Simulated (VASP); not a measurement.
CaAlO4:

```
Ca Al O
1.0
     4.30638    0.00000    0.00000
     0.00000    4.30638    0.00000
     0.00000    0.00000    4.30638
Ca Al O
1 1 4
Direct
  0.00000 0.00000 0.00000
  0.50000 0.50000 0.50000
  0.74959 0.74959 0.74959
  0.25041 0.25041 0.74959
  0.25041 0.74959 0.25041
  0.74959 0.25041 0.25041
```

The cell was generated, and may not be a known phase.

| Property | Result |
| --- | --- |
| Program | VASP 6.6.1 |
| Task | relaxation of cell and atoms |
| Functional | PBE |
| Potentials or basis | VASP PAW PBE potentials, release 64 (Ca_sv, Al, O) |
| Cutoff | 600 eV |
| k mesh | 4 × 4 × 4 |
| Occupations | gaussian, width 0.1 eV |
| Spin | collinear spin, ferromagnetic start |
| Starting moments | [0.0, 0.0, 1.0, 1.0, 1.0, 1.0] μB |

At the start: pressure 24.1 GPa; volume 13.31 Å³/atom.

Question: Where does the relaxation end?

Answer: Over 8 steps the energy falls by 665.7 meV/atom and the volume is 16.49 Å³/atom (+23.9 %); space group P-43m (No. 215, to 0.1 Å) before and after; moment 3.00 μB per cell.

The path:
| step | energy change (eV) | largest force (eV/Å) | pressure (GPa) | volume (Å³) |
| --- | --- | --- | --- | --- |
| 1 | 0.0000 | 7.6614 | 24.10 | 79.86 |
| 2 | -2.8669 | 4.2505 | 6.80 | 105.31 |
| 3 | -3.9265 | 0.6124 | 4.47 | 94.55 |
| 4 | -3.9277 | 0.5004 | 4.51 | 94.24 |
| 5 | -3.9721 | 0.4812 | -1.73 | 100.22 |
| 6 | -3.9904 | 0.1641 | 0.30 | 98.04 |
| 7 | -3.9937 | 0.0479 | 0.07 | 98.67 |
| 8 | -3.9939 | 0.0034 | -0.03 | 98.92 |

Final structure:
```
Ca Al O
1.0
     4.62488    0.00000    0.00000
     0.00000    4.62488    0.00000
     0.00000    0.00000    4.62488
Ca Al O
1 1 4
Direct
  0.00000 0.00000 0.00000
  0.50000 0.50000 0.50000
  0.71913 0.71913 0.71913
  0.28087 0.28087 0.71913
  0.28087 0.71913 0.28087
  0.71913 0.28087 0.28087
```

Caveat: the k points lie up to 0.34 Å⁻¹ apart in the final cell; the volume moved by over 15 % at a fixed basis, so the end points are rough.
